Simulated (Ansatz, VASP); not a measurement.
**Yb in VASP and in Ansatz**

Contents of POSCAR:

```
Yb
1.0
   -2.1797952336      2.1797952336      2.1797952336
    2.1797952336     -2.1797952336      2.1797952336
    2.1797952336      2.1797952336     -2.1797952336
Yb
1
Direct
    0.0000000000      0.0000000000      0.0000000000
```

Contents of INCAR.step1:

```
PREC     = Accurate       # precision mode
ENCUT    = 520            # plane-wave cutoff, eV
ISMEAR   = -1             # smearing method
SIGMA    = 0.05           # smearing width, eV
LREAL    = False          # projectors in reciprocal space
LASPH    = True           # aspherical terms in the spheres
NELM     = 150            # most SCF steps
ISPIN    = 2              # spin polarisation
MAGMOM   = 1              # initial moments
LMAXMIX  = 6              # l up to which the mixer works
NBANDS   = 22             # bands
GGA      = PE             # functional
ALGO     = Normal         # electronic algorithm
EDIFF    = 1E-4           # SCF threshold, eV
LWAVE    = True           # write WAVECAR
LCHARG   = False          # write CHGCAR
```

INCAR.step2

```
PREC     = Accurate       # precision mode
ENCUT    = 520            # plane-wave cutoff, eV
EDIFF    = 1E-7           # SCF threshold, eV
ISMEAR   = -1             # smearing method
SIGMA    = 0.05           # smearing width, eV
LREAL    = False          # projectors in reciprocal space
LASPH    = True           # aspherical terms in the spheres
NELM     = 150            # most SCF steps
ALGO     = Normal         # electronic algorithm
ISIF     = 2              # what is computed and relaxed
LWAVE    = False          # write WAVECAR
LCHARG   = True           # write CHGCAR
ISPIN    = 2              # spin polarisation
MAGMOM   = 1              # initial moments
LORBIT   = 11             # projections on sites
LMAXMIX  = 6              # l up to which the mixer works
METAGGA  = R2SCAN         # meta-GGA
LMIXTAU  = True         
LELF     = True           # ELF
LVHAR    = True         
NBANDS   = 22             # bands
ISTART   = 1
```

The input KPOINTS:

```
regular mesh
0
Gamma
  9 9 9
```

File input.yaml:

```yaml
crystal:
  lattice:
    - [-2.1797952336, 2.1797952336, 2.1797952336]
    - [2.1797952336, -2.1797952336, 2.1797952336]
    - [2.1797952336, 2.1797952336, -2.1797952336]
  atoms:
    - { symbol: Yb, position: [0.0, 0.0, 0.0], spin: 1.0 }
hamiltonian:
  xc: r2scan
  pseudopotentials: { kind: paw }
magnetization:
  spin_polarized: true
kpoints:
  mp_grid: { grid: [9, 9, 9] }
scf:
  occupations: { method: fermi_dirac, width: 0.05 }
output:
  forces: true
  stress: true
  eigenvalues: true
  write_density: true
  write_potential: true
  elf: true
  volumetric_format: npy
```

Alike in both runs: task single point; functional r2SCAN; k mesh 9 × 9 × 9; occupations fermi-dirac, width 0.05 eV; collinear spin.

```csv
,VASP,Ansatz
version,VASP 6.6.1,Ansatz 0.2.0
potentials or method,"VASP PAW PBE potentials, release 64 (Yb)",Ansatz PAW
plane-wave cutoff (eV),520,500
valence electrons in the cell,24,24
```

VASP gave:

- gap on the k mesh at the Fermi level (eV): none
- pressure (GPa): -3.3
- net moment per atom (μB): 0.00

Task: What did Ansatz give for the same quantities?

Result: gap on the k mesh at the Fermi level (eV): none; pressure (GPa): -3.0; net moment per atom (μB): 0.00.

VASP's potentials were made for PBE, not for r2SCAN. A gap of «none» marks a metal or a gap that the smearing closes.

Neither program's run includes spin-orbit coupling. Noted on Ansatz's run: the magnetic or orbital state may not be the lowest.
